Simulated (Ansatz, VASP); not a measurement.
**Hf in VASP and in Ansatz**

```
Hf
1.0
     0.00000    2.83949    2.83949
     2.83949    0.00000    2.83949
     2.83949    2.83949    0.00000
Hf
2
Direct
  0.87500 0.87500 0.87500
  0.12500 0.12500 0.12500
```

Change from the starting cell: volume scaled by 0.76, LAPW.

Alike in both runs: task single point; functional LDA; k mesh 11 × 11 × 11; occupations fermi-dirac, width 0.05 eV; no spin polarisation.

|  | VASP | Ansatz |
| --- | --- | --- |
| version | VASP 6.6.1 | Ansatz 0.2.0 |
| potentials or method | VASP PAW LDA potentials, release 64 (Hf_pv), cutoff 520 eV | all-electron LAPW, scalar-relativistic |

```csv
,VASP,Ansatz,Ansatz less VASP
pressure (GPa),15.7,16.4,+0.64
```

LDA's correlation is that of Perdew and Zunger in VASP and of Perdew and Wang (1992) in Ansatz. Ansatz ran all-electron here, and VASP with PAW potentials.

Neither program's run includes spin-orbit coupling.
